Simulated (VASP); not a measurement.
Input of a VASP 6.6.1 run:

File INCAR:

```
SYSTEM = CdSe
PREC = Accurate
ENCUT = 500
EDIFF = 1E-6
ISMEAR = -1
SIGMA = 0.02
LREAL = .FALSE.
LASPH = .TRUE.
NELM = 120
ALGO = Normal
ISIF = 2
LWAVE = .FALSE.
LCHARG = .TRUE.
GGA = PE
LELF = .TRUE.
LVHAR = .TRUE.
NBANDS = 16
GGA_COMPAT = .FALSE.
```

Contents of KPOINTS:

```
Automatic mesh
0
G
  8 8 8
  0 0 0
```

The input POSCAR:

```
CdSe
1.0
    0.0000000000      3.0677809654      3.0064253461
    3.0677809654      0.0000000000      3.0064253461
    3.0677809654      3.0677809654      0.0000000000
Cd Se
1 1
Direct
    0.0000000000      0.0000000000      0.0000000000
    0.2500000000      0.2500000000      0.2500000000
```

Potentials or basis: VASP PAW PBE potentials, release 64 (Cd, Se).

Run with:

```sh
$ cat potpaw_PBE.64/Cd/POTCAR potpaw_PBE.64/Se/POTCAR > POTCAR
$ mpirun -np 1 vasp_std > vasp.out
```

(1) Predict the pressure.

(2) Predict the band gap on the k mesh.

Answers

(1) 2.8 GPa.

(2) 0.56 eV, direct.

Caveat: the cell differs from its parent crystal (uniaxial z strain -2.0%).
